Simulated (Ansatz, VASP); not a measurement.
## Bi2Se3: VASP beside Ansatz

```xyz
5
Lattice="2.0715 1.1960 9.5453 -2.0715 1.1960 9.5453 0.0000 -2.3920 9.5453" Properties=species:S:1:pos:R:3 pbc="T T T"
Bi    0.0000    0.0000   11.4773
Bi    0.0000    0.0000   17.1587
Se    0.0000    0.0000    0.0000
Se    0.0000    0.0000    6.0622
Se    0.0000    0.0000   22.5738
```

Alike in both runs: task single point; functional BLYP; k mesh 6 × 6 × 6; no spin polarisation.

```csv
,VASP,Ansatz
version,VASP 6.6.1,Ansatz 0.2.0
potentials or method,"VASP PAW PBE potentials, release 64 (Bi_d, Se)","plane waves, PAW"
plane-wave cutoff (eV),520,420
occupations,"gaussian, width 0.01 eV",fixed
valence electrons in the cell,48,78
```

|  | VASP | Ansatz | Ansatz less VASP |
| --- | --- | --- | --- |
| gap on the k mesh at the Fermi level (eV) | 0.27 | 0.27 | +0.004 |

VASP's potentials were made for PBE, not for BLYP. VASP's potentials hold 48 valence electrons a cell and Ansatz's 78, so a difference there can come from the potentials and not from the codes.

Neither program's run includes spin-orbit coupling.
